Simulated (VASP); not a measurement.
Set up this calculation in VASP 6.6.1, as the native input.

```
Task                   : single point
Functional             : PBE
Potentials or basis    : VASP PAW PBE potentials, release 64 (Ag, Cl)
Cutoff                 : 520 eV
k mesh                 : 8 × 8 × 8
Occupations            : gaussian, width 0.05 eV
Spin                   : no spin polarisation
Dipole correction      : no
Further INCAR settings : ALGO = Normal; EDIFF = 1e-07; NBANDS = 16
```

The structure of AgCl lies in POSCAR:

```
AgCl
1.0
    0.0000000000      2.7687027469      2.8060228508
    2.7687027469      0.0000000000      2.8060228508
    2.7687027469      2.7687027469      0.0000000000
Ag Cl
1 1
Direct
    0.4850320454      0.5149679546      0.5149679546
    0.0455448893     -0.0455448893     -0.0455448893
```

One way to write it, as run:

INCAR

```
PREC = Accurate
ENCUT = 520
EDIFF = 1E-7
ISMEAR = 0
SIGMA = 0.05
LREAL = F
LASPH = T
NELM = 100
ALGO = Normal
ISIF = 2
LWAVE = F
LCHARG = F
GGA = PE
NBANDS = 16
```

KPOINTS

```
Automatic mesh
0
Gamma
  8 8 8
```

Potentials or basis: VASP PAW PBE potentials, release 64 (Ag, Cl).

The run is started by

```console
$ cat potpaw_PBE.64/Ag/POTCAR potpaw_PBE.64/Cl/POTCAR > POTCAR
$ mpirun -np 1 vasp_std > vasp.out
```

It gave:

The pressure is 3.2 GPa and the largest force is 0.745 eV/Å. The band gap on the k mesh is 1.02 eV, indirect (least direct gap 2.10 eV).

Wall time 30 s on 1 thread of Intel(R) Xeon(R) 6975P-C (Granite Rapids) (shared host), peak memory 0.21 GiB.
